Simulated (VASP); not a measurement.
Here is a VASP 6.6.1 calculation.

The input POSCAR:

```
LiCl
1.0
    0.0000000000      2.4203114283      2.6693782126
    2.4203114283      0.0000000000      2.6693782126
    2.4203114283      2.4203114283      0.0000000000
Li Cl
1 1
Direct
    0.0000000000      0.0000000000      0.0000000000
    0.5000000000      0.5000000000      0.5000000000
```

File INCAR.step1:

```
PREC = Accurate ; ENCUT = 520
ISMEAR = 0 ; SIGMA = 0.01
LREAL = False ; LASPH = True
NELM = 100 ; NBANDS = 12
GGA = PE ; ALGO = Normal
EDIFF = 1E-4 ; LWAVE = True
LCHARG = False
```

File INCAR.step2:

```
PREC = Accurate ; ENCUT = 520
EDIFF = 1E-6 ; ISMEAR = 0
SIGMA = 0.01 ; LREAL = False
LASPH = True ; NELM = 100
ALGO = Normal ; ISIF = 2
LWAVE = False ; LCHARG = False
METAGGA = R2SCAN ; LMIXTAU = True
NBANDS = 12 ; ISTART = 1
```

Contents of KPOINTS:

```
regular mesh
0
Gamma
  8 8 8
```

Potentials or basis: VASP PAW PBE potentials, release 64 (Li_sv, Cl).

The run is started by

```sh
$ cat potpaw_PBE.64/Li_sv/POTCAR potpaw_PBE.64/Cl/POTCAR > POTCAR
$ cp INCAR.step1 INCAR
$ mpirun -np 1 vasp_std > vasp.out
$ cp INCAR.step2 INCAR
$ mpirun -np 1 vasp_std > vasp.out
```

Estimate the band gap on the k mesh.

7.45 eV, indirect (least direct gap 7.67 eV).

Caveat: the cell differs from its parent crystal (epitaxial xy strain -5.3%). A k mesh can miss the band edges.
